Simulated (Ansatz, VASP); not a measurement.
Si in VASP and in Ansatz

Contents of INCAR:

```
PREC = Accurate ; ENCUT = 520
EDIFF = 1E-6 ; ISMEAR = -1
SIGMA = 0.1 ; LREAL = F
LASPH = T ; NELM = 80
ALGO = Normal ; ISIF = 2
LWAVE = F ; LCHARG = F
NBANDS = 13
```

KPOINTS

```
regular mesh
0
Gamma
  11 11 16
```

Contents of POSCAR:

```
Si
1.0
    4.5328419437      0.0000000000      0.0000000000
   -2.2664209719      3.9255562746      0.0000000000
    0.0000000000      0.0000000000      2.5997497481
Si
3
Direct
    1.0000000000      0.0000000000      0.0000000000
    0.3333333333      0.6666666667      0.5000000000
    0.6666666667      0.3333333333      0.5000000000
```

Input for Ansatz:

```yaml
crystal:
  lattice:
    - [4.5328419437, 0.0, 0.0]
    - [-2.2664209719, 3.9255562746, 0.0]
    - [0.0, 0.0, 2.5997497481]
  atoms:
    - { symbol: Si, position: [1.0, 0.0, 0.0] }
    - { symbol: Si, position: [0.3333333333, 0.6666666667, 0.5] }
    - { symbol: Si, position: [0.6666666667, 0.3333333333, 0.5] }
hamiltonian:
  xc: lda
  pseudopotentials:
    kind: paw
    azcp:
      Si: "pseudopotentials/Si.paw.azcp"
basis:
  ecutwfc: 420
  fft_grid_basis: typed
kpoints:
  mp_grid: { grid: [11, 11, 16], shift: [0, 0, 0] }
magnetization:
  spin_polarized: false
scf:
  occupations: { method: fermi_dirac, width: 0.1 }
output:
  stress: true
```

Alike in both runs: task single point; functional LDA; k mesh 11 × 11 × 16; occupations fermi-dirac, width 0.1 eV; no spin polarisation.

|  | VASP | Ansatz |
| --- | --- | --- |
| version | VASP 6.6.1 | Ansatz 0.2.0 |
| potentials or method | VASP PAW LDA potentials, release 64 (Si), cutoff 520 eV | plane waves (420 eV) with PAW, scalar-relativistic |
| valence electrons in the cell | 12 | 12 |

VASP gave:

- pressure (GPa): -6.6
- traceless stress, the component that is largest in VASP (GPa): -0.91

**Question.** What did Ansatz give for the same quantities?

**Answer.** Pressure (GPa): -6.6; traceless stress, the component that is largest in VASP (GPa): -0.92.

Ansatz warns that its potentials were made for another functional, while VASP's fit it. LDA's correlation is that of Perdew and Zunger in VASP and of Perdew and Wang (1992) in Ansatz.
